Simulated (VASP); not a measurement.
## Bi: single point with r2SCAN

Crystal: Bi.

```
CELL_PARAMETERS angstrom
-1.98054 1.98054 1.98054
1.98054 -1.98054 1.98054
1.98054 1.98054 -1.98054
ATOMIC_POSITIONS crystal
Bi 0.00000 0.00000 0.00000
```

This isn't the form of Bi at room conditions, which is rhombohedral.

- Program: VASP 6.6.1
- Task: single point
- Functional: r2SCAN
- Potentials or basis: VASP PAW PBE potentials, release 64 (Bi_d)
- Cutoff: 520 eV
- k mesh: 14 × 14 × 14
- Occupations: gaussian, width 0.05 eV
- Spin: no spin polarisation
- Dipole correction: no
- Further INCAR settings: ALGO = Normal; EDIFF = 1e-06; NBANDS = 14

The pressure is 0.0 GPa and the band gap on the k mesh is zero (an odd number of electrons rules out a gap without spin polarisation).

Levels at points of the mesh, in eV from the Fermi level:
| k point | band 5 | band 6 | band 7 | band 8 | band 9 | band 10 |
| --- | --- | --- | --- | --- | --- | --- |
| (0.00, 0.00, 0.00) | -23.52 | -14.05 | 5.44 | 5.44 | 5.44 | 10.22 |
| (0.50, 0.00, 0.00) | -23.43 | -10.79 | -5.23 | 1.65 | 3.80 | 6.65 |
| (0.50, 0.50, 0.50) | -23.45 | -8.48 | -1.90 | -1.90 | -1.90 | 4.08 |

It took 3.4 min on 1 thread of Intel Xeon 8259CL, with other jobs on the host, peak memory 0.19 GiB.

Caveat: the PAW data sets were made with another functional, which shifts forces and pressure a little; spin-orbit coupling is left out, which moves the levels of the heavy elements.
